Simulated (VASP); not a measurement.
# CdTe (sol) (F-43m) in VASP: further runs

Runs on CdTe (sol). Level: PBEsol. Tasks: single point, relaxation of cell and atoms.

Everything below comes from runs of VASP 6.6.1. Logs are shortened: lines on timing, memory, paths and dates and some standing lists are left out, and cuts for length are marked.

## Step 1: The cell of the first run

The structure is cubic, space group F-43m (No. 216). Conventional cell: a = 6.481 Å, b = 6.481 Å, c = 6.481 Å, α = 90.00°, β = 90.00°, γ = 90.00°. Within 3.7 Å of Cd (site symmetry -43m) lie 4 Te at 2.81 Å. Within 3.7 Å of Te (site symmetry -43m) lie 4 Cd at 2.81 Å.

## Step 2: Single point, PBEsol

Input file INCAR:

```
SYSTEM = CdTe
  PREC = Accurate
  ENCUT = 500
  EDIFF = 1E-6
  ISMEAR = 0
  SIGMA = 0.1
  LREAL = .False.
  LASPH = .True.
  NELM = 120
  ALGO = Normal
  ISIF = 2
  LWAVE = .False.
  LCHARG = .False.
  GGA = PS
  NBANDS = 16
  GGA_COMPAT = .False.
```

Input file KPOINTS:

```
Automatic mesh
0
Gamma
  6 6 6
  0 0 0
```

Input file POSCAR:

```
CdTe
1.0
    0.0000000000      3.2405000000      3.2405000000
    3.2405000000      0.0000000000      3.2405000000
    3.2405000000      3.2405000000      0.0000000000
Cd Te
1 1
Direct
    0.0000000000      0.0000000000      0.0000000000
    0.2500000000      0.2500000000      0.2500000000
```

Potentials or basis: VASP PAW PBE potentials, release 64 (Cd, Te).

Started as:

```sh
cat potpaw_PBE.64/Cd/POTCAR potpaw_PBE.64/Te/POTCAR > POTCAR
mpirun -np 1 vasp_std > vasp.out
```

OUTCAR:

```text
SYSTEM = CdTe
   PREC = Accurate
   ENCUT = 500
   EDIFF = 1E-6
   ISMEAR = 0
   LREAL = .False.
   LASPH = .True.
   NELM = 120
   ISIF = 2
   GGA = PS

 ion  position               nearest neighbor table
   1  0.000  0.000  0.000-   2 2.81   2 2.81   2 2.81   2 2.81
   2  0.250  0.250  0.250-   1 2.81   1 2.81   1 2.81   1 2.81

  LATTYP: Found a face centered cubic cell.
 ALAT       =     6.4810000000

  Lattice vectors:

 A1 = (   0.0000000000,   3.2405000000,   3.2405000000)
 A2 = (   3.2405000000,   0.0000000000,   3.2405000000)
 A3 = (   3.2405000000,   3.2405000000,   0.0000000000)

Analysis of symmetry for initial positions (statically):
=====================================================================
 Subroutine PRICEL returns:
 Original cell was already a primitive cell.

 Routine SETGRP: Setting up the symmetry group for a
 face centered cubic supercell.

 Subroutine GETGRP returns: Found 24 space group operations
 (whereof 24 operations were pure point group operations)
 out of a pool of 48 trial point group operations.

The static configuration has the point symmetry T_d .

Analysis of symmetry for dynamics (positions and initial velocities):
=====================================================================
 Subroutine PRICEL returns:
 Original cell was already a primitive cell.

 Routine SETGRP: Setting up the symmetry group for a
 face centered cubic supercell.

 Subroutine GETGRP returns: Found 24 space group operations
 (whereof 24 operations were pure point group operations)
 out of a pool of 48 trial point group operations.

The dynamic configuration has the point symmetry T_d .

 Subroutine INISYM returns: Found 24 space group operations
 (whereof 24 operations are pure point group operations),
 and found     1 'primitive' translations

----------------------------------------------------------------------------------------

                                     Primitive cell

  volume of cell :      68.0559

  direct lattice vectors                    reciprocal lattice vectors
     0.000000000  3.240500000  3.240500000    -0.154297176  0.154297176  0.154297176
     3.240500000  0.000000000  3.240500000     0.154297176 -0.154297176  0.154297176
     3.240500000  3.240500000  0.000000000     0.154297176  0.154297176 -0.154297176

  length of vectors
     4.582759049  4.582759049  4.582759049     0.267250549  0.267250549  0.267250549

  position of ions in fractional coordinates (direct lattice)
     0.000000000  0.000000000  0.000000000
     0.250000000  0.250000000  0.250000000

  ion indices of the primitive-cell ions
   primitive index   ion index
                 1           1
                 2           2

----------------------------------------------------------------------------------------

 KPOINTS: Automatic mesh

Automatic generation of k-mesh.
 Grid dimensions read from file:
 generate k-points for:    6    6    6

 Generating k-lattice:

  Cartesian coordinates                     Fractional coordinates (reciprocal lattice)
    -0.025716196  0.025716196  0.025716196     0.166666667  0.000000000  0.000000000
     0.025716196 -0.025716196  0.025716196     0.000000000  0.166666667  0.000000000
     0.025716196  0.025716196 -0.025716196     0.000000000  0.000000000  0.166666667

  Length of vectors
     0.044541758  0.044541758  0.044541758

  Shift w.r.t. Gamma in fractional coordinates (k-lattice)
     0.000000000  0.000000000  0.000000000

 Subroutine IBZKPT returns following result:
 ===========================================

 Found     16 irreducible k-points:

 Following reciprocal coordinates:
            Coordinates               Weight
  0.000000  0.000000  0.000000      1.000000
  0.166667  0.000000  0.000000      8.000000
  0.333333  0.000000  0.000000      8.000000
  0.500000  0.000000  0.000000      4.000000
  0.166667  0.166667  0.000000      6.000000
  0.333333  0.166667  0.000000     24.000000
[... 8 lines left out ...]
 -0.333333  0.333333  0.166667     24.000000
 -0.333333  0.500000  0.166667     12.000000
   k-points           NKPTS =     16   k-points in BZ     NKDIM =     16   number of bands    NBANDS=     16
   number of dos      NEDOS =    301   number of ions     NIONS =      2
   total plane-waves  NPLWV =  46656
   dimension x,y,z NGX =    36 NGY =   36 NGZ =   36
   dimension x,y,z NGXF=    72 NGYF=   72 NGZF=   72
   ions per type =               1   1
   NGX,Y,Z   is equivalent  to a cutoff of  13.06, 13.06, 13.06 a.u.
   NGXF,Y,Z  is equivalent  to a cutoff of  26.12, 26.12, 26.12 a.u.
 SYSTEM =  CdTe
   PREC   = accura    normal or accurate (medium, high low for compatibility)
   ISTART =      0    job   : 0-new  1-cont  2-samecut
   ICHARG =      2    charge: 1-file 2-atom 10-const
   ISPIN  =      1    spin polarized calculation?
   LNONCOLLINEAR =      F non collinear calculations
   LSORBIT =      F    spin-orbit coupling
   LASPH  =      T    aspherical Exc in radial PAW
   ENCUT  =  500.0 eV  36.75 Ry    6.06 a.u.   8.36  8.36  8.36*2*pi/ulx,y,z
   NELM   =    120;   NELMIN=  2; NELMDL= -5     # of ELM steps
   EDIFF  = 0.1E-05   stopping-criterion for ELM
   LREAL  =      F    real-space projection
   EDIFFG = 0.1E-04   stopping-criterion for IOM
   NSW    =      0    number of steps for IOM
   IBRION =     -1    ionic relax: 0-MD 1-quasi-New 2-CG
   NFREE  =      0    steps in history (QN), initial steepest desc. (CG)
   ISIF   =      2    stress and relaxation
   ISYM   =      2    0-nonsym 1-usesym 2-fastsym
   POTIM  = 0.5000    time-step for ionic-motion
   TEBEG  =    0.0;   TEEND  =   0.0 temperature during run
   PSTRESS=    0.0 pullay stress
   NELECT =      18.0000    total number of electrons
   NUPDOWN=      -1.0000    fix difference up-down
   EMIN   =  10.00;   EMAX   =-10.00  energy-range for DOS
   EFERMI =   0.00;   METHOD = LEGACY
   ISMEAR =     0;   SIGMA  =   0.10  broadening in eV -4-tet -1-fermi 0-gaus
   EFERMI_NEDOS =   21; number of points for ismear=-14 and -15
   IALGO  =     38    algorithm
   IMIX   =      4    mixing-type and parameters
     AMIX     =   0.40;   BMIX     =  1.00
     AMIX_MAG =   1.60;   BMIX_MAG =  1.00
  volume/ion in A,a.u.               =      34.03       229.63
  Fermi-wavevector in a.u.,A,eV,Ry     =   1.050857  1.985832 15.024921  1.104301
  Thomas-Fermi vector in A             =   2.185877
   LORBIT       =      0    0 simple, 1 ext, 2 COOP (PROOUT), +10 PAW based schemes
   GGA     = PS    functional components
   LHFCALC =     F    Hartree Fock is set to
   AEXX    =    0.0000 exact exchange contribution
   IVDW    =     0    specifies the selected vdW correction
   LEPSILON=     F    determine dielectric tensor
   LRPA    =     F    only Hartree local field effects (RPA)
 non-spin polarized calculation
 Gauss-broadening in eV      SIGMA  =   0.10
  energy-cutoff  :      500.00
  volume of cell :       68.06
 maximum number of plane-waves:      1759
 NGX is ok and might be reduce to    36
   NGX = 17   NGY = 17   NGZ = 17

 number of electron      17.9999996 magnetization

 Free energy of the ion-electron system (eV)
  ---------------------------------------------------
  ext. energy  EPLUGINS =         0.00000000
  ---------------------------------------------------
  free energy    TOTEN  =        -5.48310701 eV

  energy without entropy =       -5.48310699  energy(sigma->0) =       -5.48310700

 E-fermi :   2.5527     XC(G=0):  -8.7797

 val. band max:        2.2145829515   @ k =   0.0000   0.0000   0.0000
 cond. band min:       2.8749310971   @ k =   0.0000   0.0000   0.0000
 fundamental gap:      0.6603481456
 Fermi energy:         2.5527341403

 k-point     1 :       0.0000    0.0000    0.0000
  band No.  band energies     occupation
      1      -8.9972      2.00000
      2      -6.0451      2.00000
      3      -6.0451      2.00000
      4      -6.0451      2.00000
      5      -5.7804      2.00000
      6      -5.7804      2.00000
[... 8 lines left out ...]
     15      11.5577      0.00000
     16      11.5577      0.00000

 k-point     2 :       0.1667    0.0000    0.0000
  band No.  band energies     occupation
      1      -8.8955      2.00000
      2      -6.0262      2.00000
      3      -6.0262      2.00000
      4      -5.9633      2.00000
      5      -5.7816      2.00000
      6      -5.7816      2.00000
[... 8 lines left out ...]
     15      10.6333      0.00000
     16      10.6333      0.00000

 k-point     3 :       0.3333    0.0000    0.0000
  band No.  band energies     occupation
      1      -8.6913      2.00000
      2      -5.9936      2.00000
      3      -5.9936      2.00000
      4      -5.7776      2.00000
      5      -5.7776      2.00000
      6      -5.6856      2.00000
[... 8 lines left out ...]
     15      11.0426      0.00000
     16      11.0426      0.00000

 k-point     4 :       0.5000    0.0000    0.0000
  band No.  band energies     occupation
      1      -8.5908      2.00000
      2      -5.9810      2.00000
      3      -5.9810      2.00000
      4      -5.7713      2.00000
      5      -5.7713      2.00000
      6      -5.4340      2.00000
[... 8 lines left out ...]
     15      12.4735      0.00000
     16      12.4735      0.00000
[... 172 lines left out ...]
 k-point    14 :       0.5000    0.3333    0.1667
  band No.  band energies     occupation
      1      -8.5620      2.00000
      2      -5.9483      2.00000
      3      -5.9407      2.00000
      4      -5.8232      2.00000
      5      -5.7677      2.00000
      6      -5.4710      2.00000
[... 8 lines left out ...]
     15      12.4223      0.00000
     16      13.5977      0.00000

 k-point    15 :      -0.3333    0.3333    0.1667
  band No.  band energies     occupation
      1      -8.4988      2.00000
      2      -5.9407      2.00000
      3      -5.9258      2.00000
      4      -5.8056      2.00000
      5      -5.7775      2.00000
      6      -5.2815      2.00000
[... 8 lines left out ...]
     15      12.6174      0.00000
     16      13.3900      0.00000

 k-point    16 :      -0.3333    0.5000    0.1667
  band No.  band energies     occupation
      1      -8.4679      2.00000
      2      -5.9125      2.00000
      3      -5.9109      2.00000
      4      -5.8294      2.00000
      5      -5.7675      2.00000
      6      -5.2338      2.00000
[... 8 lines left out ...]
     15      13.2597      0.00000
     16      13.4920      0.00000

------------------------ aborting loop because EDIFF is reached ----------------------------------------

  FORCE on cell =-STRESS in cart. coord.  units (eV):
  Direction    XX          YY          ZZ          XY          YZ          ZX
  --------------------------------------------------------------------------------------
  -------------------------------------------------------------------------------------
  Total        0.1454736      0.1454736      0.1454736      0.0000000     -0.0000000     -0.0000000
  in kB        3.4247477      3.4247477      3.4247477      0.0000000     -0.0000000     -0.0000000
  external PRESSURE =       3.4247477 kB  Pullay stress =       0.0000000 kB

 VOLUME and BASIS-vectors are now :
 -----------------------------------------------------------------------------
  energy-cutoff  :      500.00
  volume of cell :       68.06
      direct lattice vectors                 reciprocal lattice vectors
     0.000000000  3.240500000  3.240500000    -0.154297176  0.154297176  0.154297176
     3.240500000  0.000000000  3.240500000     0.154297176 -0.154297176  0.154297176
     3.240500000  3.240500000  0.000000000     0.154297176  0.154297176 -0.154297176

 POSITION                                       TOTAL-FORCE (eV/Angst)
 -----------------------------------------------------------------------------------
      0.00000      0.00000      0.00000         0.000000      0.000000      0.000000
      1.62025      1.62025      1.62025        -0.000000     -0.000000     -0.000000
 -----------------------------------------------------------------------------------
    total drift:                                0.000000      0.000000      0.000000

  FREE ENERGIE OF THE ION-ELECTRON SYSTEM (eV)
  ---------------------------------------------------
  free  energy   TOTEN  =        -5.4831070106 eV

  energy  without entropy=       -5.4831069940  energy(sigma->0) =       -5.48310700
```

Run time: 23 s. Hardware: 1 thread of Intel Xeon 6975P-C, shared host; peak memory 0.21 GiB.

What came out:

```
Free energy            : -5.4831 eV
Pressure               : 0.3 GPa
Band gap on the k mesh : 0.66 eV, direct
```

Levels at points of the mesh, in eV from the valence-band top:
```tsv
k point	band 7	band 8	band 9	band 10	band 11	band 12
(0.00, 0.00, 0.00)	0.00	0.00	0.00	0.66	4.54	4.54
(0.50, 0.00, 0.00)	-4.48	-0.78	-0.78	1.73	5.13	5.13
(0.50, 0.50, 0.00)	-4.35	-1.89	-1.89	2.49	2.60	8.72
```

Caveat: the PAW data sets were made with another functional, which shifts forces and pressure a little; spin-orbit coupling is left out, which moves the levels of the heavy elements.

## Step 3: Single point, PBEsol

This run uses another cell than the first one, of 34.18 Å³/atom, 1.004 times its volume.

Input file INCAR:

```
SYSTEM = CdTe
PREC     = Accurate       ! precision mode
ENCUT    = 500            ! plane-wave cutoff, eV
EDIFF    = 1E-6           ! SCF threshold, eV
ISMEAR   = 0              ! smearing method
SIGMA    = 0.02           ! smearing width, eV
LREAL    = .False.        ! projectors in reciprocal space
LASPH    = .True.         ! aspherical terms in the spheres
NELM     = 120            ! most SCF steps
ALGO     = Normal         ! electronic algorithm
ISIF     = 2              ! what is computed and relaxed
LWAVE    = .False.        ! write WAVECAR
LCHARG   = .False.        ! write CHGCAR
GGA      = PS             ! functional
NBANDS   = 16             ! bands
GGA_COMPAT= .False.
```

KPOINTS is that of step 2.

Input file POSCAR:

```
CdTe
1.0
    0.0000000000      3.2452746365      3.2452746365
    3.2452746365      0.0000000000      3.2452746365
    3.2452746365      3.2452746365      0.0000000000
Cd Te
1 1
Direct
    0.0000000000      0.0000000000      0.0000000000
    0.2500000000      0.2500000000      0.2500000000
```

Potentials or basis: VASP PAW PBE potentials, release 64 (Cd, Te).

Started as:

```sh
cat potpaw_PBE.64/Cd/POTCAR potpaw_PBE.64/Te/POTCAR > POTCAR
mpirun -np 1 vasp_std > vasp.out
```

Run time: 25 s. Hardware: 1 thread of Intel Xeon 6975P-C, shared host; peak memory 0.21 GiB.

It converged, with:

- Free energy: -5.4836 eV
- Pressure: 0.2 GPa
- Band gap on the k mesh: 0.65 eV, direct

Levels at points of the mesh, in eV from the valence-band top:
```
           k point  band 5  band 6  band 7  band 8  band 9  band 10  band 11  band 12  band 13  band 14
(0.00, 0.00, 0.00)   -7.98   -7.98    0.00    0.00    0.00     0.65     4.55     4.55     4.55     7.29
(0.50, 0.00, 0.00)   -7.97   -7.64   -4.45   -0.78   -0.78     1.73     5.13     5.13     6.93     8.50
(0.50, 0.50, 0.00)   -7.95   -7.51   -4.33   -1.87   -1.87     2.50     2.60     8.70     9.05     9.05
```

Caveat: the PAW data sets were made with another functional, which shifts forces and pressure a little; spin-orbit coupling is left out, which moves the levels of the heavy elements. Expect the measured gap to be larger: semilocal functionals such as PBEsol lack the derivative discontinuity.

[end of part 1 of 2]
